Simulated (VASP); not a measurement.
# Ti12Br in VASP: single point with PBE+D3(BJ)

Aim: the single point of Ti12Br with PBE+D3(BJ).

All numbers are computed with VASP 6.6.1; they aren't measurements. Logs are shortened: lines on timing, memory, paths and dates and some standing lists are left out, and cuts for length are marked.

**1. The cell of the first run**

The cell holds a slab with vacuum, 13 atoms: a = 5.900 Å, b = 5.900 Å, c = 15.685 Å, α = 90.00°, β = 90.00°, γ = 60.00°.

**2. Single point, PBE+D3(BJ)**

INCAR

```
SYSTEM = Ti12Br
PREC     = Accurate       ! precision mode
ENCUT    = 520            ! plane-wave cutoff, eV
EDIFF    = 1E-6           ! SCF threshold, eV
ISMEAR   = -1             ! smearing method
SIGMA    = 0.15           ! smearing width, eV
LREAL    = .False.        ! projectors in reciprocal space
LASPH    = .True.         ! aspherical terms in the spheres
NELM     = 100            ! most SCF steps
ALGO     = Normal         ! electronic algorithm
ISIF     = 2              ! what is computed and relaxed
LWAVE    = .False.        ! write WAVECAR
LCHARG   = .False.        ! write CHGCAR
GGA      = PE             ! functional
IVDW     = 12             ! dispersion correction
NBANDS   = 88             ! bands
```

KPOINTS

```
regular mesh
0
Gamma
  4 4 1
  0 0 0
```

POSCAR

```
Ti12Br
1.0
    5.9000000000      0.0000000000      0.0000000000
    2.9500000000      5.1095500000      0.0000000000
    0.0000000000      0.0000000000     15.6846000000
Ti Br
12 1
Direct
    0.0000000000      0.0000000000      0.0637568000
    0.5000000000      0.0000000000      0.0637568000
    0.0000000000      0.5000000000      0.0637568000
    0.5000000000      0.5000000000      0.0637568000
   -0.1666359049      0.3333508023      0.2083930699
    0.3312728880      0.3375384572      0.2015456849
   -0.1624685607      0.8312720572      0.2015279184
    0.3312162049      0.8311992255      0.2016565957
    0.0049685033     -0.0106403665      0.3488559857
    0.5001625730      0.0001038588      0.3351285361
    0.0053056579      0.5054156319      0.3487410785
    0.4893791907      0.5049987680      0.3488747543
    0.8337876196      0.3336168116      0.4760101986
```

Potentials or basis: VASP PAW PBE potentials, release 64 (Ti_sv, Br).

Command:

```bash
$ cat potpaw_PBE.64/Ti_sv/POTCAR potpaw_PBE.64/Br/POTCAR > POTCAR
$ mpirun -np 1 vasp_std > vasp.out
```

OUTCAR:

```text
SYSTEM = Ti12Br
   PREC = Accurate
   ENCUT = 520
   EDIFF = 1E-6
   ISMEAR = -1
   LREAL = .False.
   LASPH = .True.
   NELM = 100
   ISIF = 2
   GGA = PE
   IVDW = 12
 IVDW          = 12

 ion  position               nearest neighbor table
   1  0.000  0.000  0.064-   7 2.74   8 2.75   5 2.84
   2  0.500  0.000  0.064-   7 2.76   6 2.76   8 2.77
   3  0.000  0.500  0.064-   7 2.74   6 2.75   5 2.84
   4  0.500  0.500  0.064-   6 2.74   8 2.75   5 2.84
   5  0.833  0.333  0.208-  11 2.82   9 2.82  12 2.82   3 2.84   1 2.84   4 2.84
   6  0.331  0.338  0.202-  10 2.71   4 2.74   3 2.75   2 2.76  11 2.85  12 2.85   8 2.91   7 2.91

   7  0.838  0.831  0.202-  10 2.71   1 2.74   3 2.74   2 2.76  11 2.85   9 2.85   8 2.91   6 2.91

   8  0.331  0.831  0.202-  10 2.71   4 2.75   1 2.75   2 2.77   9 2.85  12 2.85   6 2.91   7 2.91

   9  0.005  0.989  0.349-  13 2.66   5 2.82   7 2.85   8 2.85  11 2.85  12 2.86
  10  0.500  0.000  0.335-   6 2.71   7 2.71   8 2.71
  11  0.005  0.505  0.349-  13 2.66   5 2.82   7 2.85   6 2.85   9 2.85  12 2.85
  12  0.489  0.505  0.349-  13 2.66   5 2.82   6 2.85   8 2.85  11 2.85   9 2.86
  13  0.834  0.334  0.476-  11 2.66   9 2.66  12 2.66

  LATTYP: Found a hexagonal cell.
 ALAT       =     5.9000001019
 C/A-ratio  =     2.6584067337

  Lattice vectors:

 A1 = (  -2.9500000000,  -5.1095500000,   0.0000000000)
 A2 = (   5.9000000000,   0.0000000000,   0.0000000000)
 A3 = (   0.0000000000,   0.0000000000,  15.6846000000)

Analysis of symmetry for initial positions (statically):
=====================================================================
 Subroutine PRICEL returns:
 Original cell was already a primitive cell.

 Routine SETGRP: Setting up the symmetry group for a
 hexagonal supercell.

 Subroutine GETGRP returns: Found  1 space group operations
 (whereof  1 operations were pure point group operations)
 out of a pool of 24 trial point group operations.

The static configuration has the point symmetry C_1 .

Analysis of symmetry for dynamics (positions and initial velocities):
=====================================================================
 Subroutine PRICEL returns:
 Original cell was already a primitive cell.

 Routine SETGRP: Setting up the symmetry group for a
 hexagonal supercell.

 Subroutine GETGRP returns: Found  1 space group operations
 (whereof  1 operations were pure point group operations)
 out of a pool of 24 trial point group operations.

The dynamic configuration has the point symmetry C_1 .

 Subroutine INISYM returns: Found  1 space group operations
 (whereof  1 operations are pure point group operations),
 and found     1 'primitive' translations

----------------------------------------------------------------------------------------

                                     Primitive cell

  volume of cell :     472.8334

  direct lattice vectors                    reciprocal lattice vectors
     5.900000000  0.000000000  0.000000000     0.169491525 -0.097855976  0.000000000
     2.950000000  5.109550000  0.000000000     0.000000000  0.195711951  0.000000000
     0.000000000  0.000000000 15.684600000     0.000000000  0.000000000  0.063756806

  length of vectors
     5.900000000  5.900000102 15.684600000     0.195711955  0.195711951  0.063756806

  position of ions in fractional coordinates (direct lattice)
     0.000000000  0.000000000  0.063756800
     0.500000000  0.000000000  0.063756800
     0.000000000  0.500000000  0.063756800
     0.500000000  0.500000000  0.063756800
     0.833364095  0.333350802  0.208393070
     0.331272888  0.337538457  0.201545685
     0.837531439  0.831272057  0.201527918
     0.331216205  0.831199226  0.201656596
     0.004968503  0.989359634  0.348855986
     0.500162573  0.000103859  0.335128536
     0.005305658  0.505415632  0.348741078
     0.489379191  0.504998768  0.348874754
     0.833787620  0.333616812  0.476010199

  ion indices of the primitive-cell ions
   primitive index   ion index
                 1           1
                 2           2
                 3           3
                 4           4
                 5           5
                 6           6
                 7           7
                 8           8
                 9           9
                10          10
                11          11
                12          12
                13          13

----------------------------------------------------------------------------------------

 KPOINTS: regular mesh

Automatic generation of k-mesh.
 Grid dimensions read from file:
 generate k-points for:    4    4    1

 Generating k-lattice:

  Cartesian coordinates                     Fractional coordinates (reciprocal lattice)
     0.042372881 -0.024463994  0.000000000     0.250000000  0.000000000  0.000000000
     0.000000000  0.048927988  0.000000000     0.000000000  0.250000000  0.000000000
     0.000000000  0.000000000  0.063756806     0.000000000  0.000000000  1.000000000

  Length of vectors
     0.048927989  0.048927988  0.063756806

  Shift w.r.t. Gamma in fractional coordinates (k-lattice)
     0.000000000  0.000000000  0.000000000

 Subroutine IBZKPT returns following result:
 ===========================================

 Found     10 irreducible k-points:

 Following reciprocal coordinates:
            Coordinates               Weight
  0.000000  0.000000  0.000000      1.000000
  0.250000 -0.000000  0.000000      2.000000
  0.250000  0.250000  0.000000      2.000000
  0.000000  0.250000  0.000000      2.000000
  0.500000 -0.000000  0.000000      1.000000
  0.500000  0.500000  0.000000      1.000000
  0.000000  0.500000  0.000000      1.000000
  0.500000  0.250000  0.000000      2.000000
  0.250000  0.500000  0.000000      2.000000
 -0.250000  0.250000  0.000000      2.000000
   k-points           NKPTS =     10   k-points in BZ     NKDIM =     10   number of bands    NBANDS=     88
   number of dos      NEDOS =    301   number of ions     NIONS =     13
   total plane-waves  NPLWV = 276480
   dimension x,y,z NGX =    48 NGY =   48 NGZ =  120
   dimension x,y,z NGXF=    96 NGYF=   96 NGZF=  240
   ions per type =              12   1
   NGX,Y,Z   is equivalent  to a cutoff of  13.53, 13.53, 12.72 a.u.
   NGXF,Y,Z  is equivalent  to a cutoff of  27.05, 27.05, 25.44 a.u.
 SYSTEM =  Ti12Br
   PREC   = accura    normal or accurate (medium, high low for compatibility)
   ISTART =      0    job   : 0-new  1-cont  2-samecut
   ICHARG =      2    charge: 1-file 2-atom 10-const
   ISPIN  =      1    spin polarized calculation?
   LNONCOLLINEAR =      F non collinear calculations
   LSORBIT =      F    spin-orbit coupling
   LASPH  =      T    aspherical Exc in radial PAW
   ENCUT  =  520.0 eV  38.22 Ry    6.18 a.u.  10.97 10.97 29.16*2*pi/ulx,y,z
   NELM   =    100;   NELMIN=  2; NELMDL= -5     # of ELM steps
   EDIFF  = 0.1E-05   stopping-criterion for ELM
   LREAL  =      F    real-space projection
   EDIFFG = 0.1E-04   stopping-criterion for IOM
   NSW    =      0    number of steps for IOM
   IBRION =     -1    ionic relax: 0-MD 1-quasi-New 2-CG
   NFREE  =      0    steps in history (QN), initial steepest desc. (CG)
   ISIF   =      2    stress and relaxation
   ISYM   =      2    0-nonsym 1-usesym 2-fastsym
   POTIM  = 0.5000    time-step for ionic-motion
   TEBEG  =    0.0;   TEEND  =   0.0 temperature during run
   PSTRESS=    0.0 pullay stress
   NELECT =     151.0000    total number of electrons
   NUPDOWN=      -1.0000    fix difference up-down
   EMIN   =  10.00;   EMAX   =-10.00  energy-range for DOS
   EFERMI =   0.00;   METHOD = LEGACY
   ISMEAR =    -1;   SIGMA  =   0.15  broadening in eV -4-tet -1-fermi 0-gaus
   EFERMI_NEDOS =   21; number of points for ismear=-14 and -15
   IALGO  =     38    algorithm
   IMIX   =      4    mixing-type and parameters
     AMIX     =   0.40;   BMIX     =  1.00
     AMIX_MAG =   1.60;   BMIX_MAG =  1.00
  volume/ion in A,a.u.               =      36.37       245.45
  Fermi-wavevector in a.u.,A,eV,Ry     =   1.119003  2.114608 17.036765  1.252167
  Thomas-Fermi vector in A             =   2.255638
   LORBIT       =      0    0 simple, 1 ext, 2 COOP (PROOUT), +10 PAW based schemes
   GGA     = PE    functional components
   LHFCALC =     F    Hartree Fock is set to
   AEXX    =    0.0000 exact exchange contribution
   IVDW    =    12    specifies the selected vdW correction
   LEPSILON=     F    determine dielectric tensor
   LRPA    =     F    only Hartree local field effects (RPA)
 non-spin polarized calculation
  energy-cutoff  :      520.00
  volume of cell :      472.83
 maximum number of plane-waves:     12742
 NGX is ok and might be reduce to    48
   NGX = 21   NGY = 21   NGZ = 59

 number of electron     151.0000001 magnetization

 Free energy of the ion-electron system (eV)
  ---------------------------------------------------
  ext. energy  EPLUGINS =         0.00000000
  ---------------------------------------------------
  free energy    TOTEN  =       -92.05526246 eV

  energy without entropy =      -90.41411861  energy(sigma->0) =      -91.23469053

 E-fermi :   1.9118     XC(G=0):  -6.6614

 val. band max:        1.9112251800   @ k =   0.2500   0.2500   0.0000
 cond. band min:       1.9118807017   @ k =   0.0000   0.2500   0.0000
 fundamental gap:      0.0006555217
 Fermi energy:         1.9117798319

 k-point     1 :       0.0000    0.0000    0.0000
  band No.  band energies     occupation
      1     -54.9585      2.00000
      2     -54.9418      2.00000
      3     -54.8816      2.00000
      4     -54.8786      2.00000
      5     -54.8773      2.00000
      6     -54.8747      2.00000
[... 889 lines left out ...]
     86       2.7498      0.00746
     87       2.7898      0.00572
 [bands above 87 left out]

------------------------ aborting loop because EDIFF is reached ----------------------------------------

 Edisp (eV)   -5.28758

 E8    (eV) :    -2.5857

  FORCE on cell =-STRESS in cart. coord.  units (eV):
  Direction    XX          YY          ZZ          XY          YZ          ZX
  --------------------------------------------------------------------------------------
  -------------------------------------------------------------------------------------
  Total      -8.45024    -8.46260    -0.52200     0.01489    -0.00148    -0.00244
  in kB     -28.63331   -28.67520    -1.76878     0.05046    -0.00502    -0.00828
  external pressure =      -19.69 kB  Pullay stress =        0.00 kB

 VOLUME and BASIS-vectors are now :
 -----------------------------------------------------------------------------
  energy-cutoff  :      520.00
  volume of cell :      472.83
      direct lattice vectors                 reciprocal lattice vectors
     5.900000000  0.000000000  0.000000000     0.169491525 -0.097855976  0.000000000
     2.950000000  5.109550000  0.000000000     0.000000000  0.195711951  0.000000000
     0.000000000  0.000000000 15.684600000     0.000000000  0.000000000  0.063756806

 POSITION                                       TOTAL-FORCE (eV/Angst)
 -----------------------------------------------------------------------------------
      0.00000      0.00000      1.00000         0.003294      0.146605      0.058916
      2.95000      0.00000      1.00000        -0.003488     -0.001469     -0.118968
      1.47500      2.55477      1.00000        -0.127686     -0.074193      0.054782
      4.42500      2.55477      1.00000         0.128217     -0.070714      0.059715
      5.90023      1.70327      3.26856        -0.002345     -0.000914     -0.003267
      2.95025      1.72467      3.16116         0.000145      0.006596     -0.002289
      7.39369      4.24743      3.16088         0.006071     -0.003239     -0.002391
      4.40621      4.24705      3.16290        -0.004934     -0.002874     -0.002694
      2.94793      5.05518      5.47167         0.001288     -0.004875     -0.009462
      2.95127      0.00053      5.25636        -0.000355     -0.000198     -0.020211
      1.52228      2.58245      5.46986         0.004900      0.002447     -0.007449
      4.37708      2.58032      5.47196        -0.003608      0.003475     -0.009761
      5.90352      1.70463      7.46603        -0.001497     -0.000648      0.003079
 -----------------------------------------------------------------------------------
    total drift:                                0.000084      0.000032      0.000076

  FREE ENERGIE OF THE ION-ELECTRON SYSTEM (eV)
  ---------------------------------------------------
  free  energy   TOTEN  =       -97.3428430530 eV

  energy  without entropy=      -95.7016992050  energy(sigma->0) =      -96.52227113
```

Run time: 30 min. Hardware: 1 thread of Intel Xeon Platinum 8375C at 2.90GHz (Ice Lake), shared host; peak memory 0.74 GiB.

What came out:

```yaml
Free_energy: -97.3428 eV
Largest_force: 0.158 eV/Å
Band_gap_on_the_k_mesh: zero (an odd number of electrons rules out a gap without spin polarisation)
Dispersion_energy_per_atom: -0.407 eV
```

Forces on the atoms (eV/Å):
```
Ti   0.003  0.147  0.059
Ti  -0.003 -0.001 -0.119
Ti  -0.128 -0.074  0.055
Ti   0.128 -0.071  0.060
Ti  -0.002 -0.001 -0.003
Ti   0.000  0.007 -0.002
Ti   0.006 -0.003 -0.002
Ti  -0.005 -0.003 -0.003
Ti   0.001 -0.005 -0.009
Ti   0.000  0.000 -0.020
Ti   0.005  0.002 -0.007
Ti  -0.004  0.003 -0.010
Br  -0.001 -0.001  0.003
```

Caveat: there is no dipole correction, which matters where the two faces differ; an odd number of electrons without spin polarisation forces a metal; a magnetic or distorted state may lie lower.
